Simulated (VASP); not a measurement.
A run of VASP 6.6.1 is set up as follows.

Contents of INCAR:

```
PREC     = Accurate       # precision mode
ENCUT    = 520            # plane-wave cutoff, eV
EDIFF    = 1E-7           # SCF threshold, eV
ISMEAR   = 0              # smearing method
SIGMA    = 0.1            # smearing width, eV
LREAL    = False          # projectors in reciprocal space
LASPH    = True           # aspherical terms in the spheres
NELM     = 150            # most SCF steps
ALGO     = Normal         # electronic algorithm
ISIF     = 2              # what is computed and relaxed
LWAVE    = False          # write WAVECAR
LCHARG   = False          # write CHGCAR
ISPIN    = 2              # spin polarisation
MAGMOM   = 0 0 0 0 0 0 0 1 # initial moments
LORBIT   = 11             # projections on sites
GGA      = PE             # functional
NBANDS   = 24             # bands
```

The input KPOINTS:

```
Automatic mesh
0
Gamma
  3 3 4
```

POSCAR

```
Mg7O
1.0
    5.8347444894      0.0000000000      0.0000000000
   -2.9173722447      5.0530369524      0.0000000000
    0.0000000000      0.0000000000      5.7512812129
Mg O
7 1
Direct
    0.5000000000      0.0000000000      0.7506004864
    0.0000000000      0.5000000000      0.7506004864
    0.5000000000      0.5000000000      0.7506004864
    0.0000000000      0.5000000000      0.2493995136
    0.5000000000      0.0000000000      0.2493995136
    0.5000000000      0.5000000000      0.2493995136
    0.0000000000      0.0000000000      0.5000000000
    0.0000000000      0.0000000000      0.0000000000
```

Potentials or basis: VASP PAW PBE potentials, release 64 (Mg, O).

Command:

```console
$ cat potpaw_PBE.64/Mg/POTCAR potpaw_PBE.64/O/POTCAR > POTCAR
$ mpirun -np 1 vasp_std > vasp.out
```

What does it give for the band gap on the k mesh?

Zero (filled and empty bands overlap).

What does it give for the largest force?

0.086 eV/Å.

Estimate the pressure.

-0.3 GPa.

Forces in eV/Å, atoms in the order of the input:
```
Mg   0.000  0.000 -0.086
Mg   0.000  0.000 -0.086
Mg   0.000  0.000 -0.086
Mg   0.000  0.000  0.086
Mg   0.000  0.000  0.086
Mg   0.000  0.000  0.086
Mg   0.000  0.000  0.000
O    0.000  0.000  0.000
```

Caveat: the k points lie up to 0.41 Å⁻¹ apart, too coarse for converged energies and pressures of a metal; semilocal functionals underestimate gaps, so a narrow gap can read as zero.
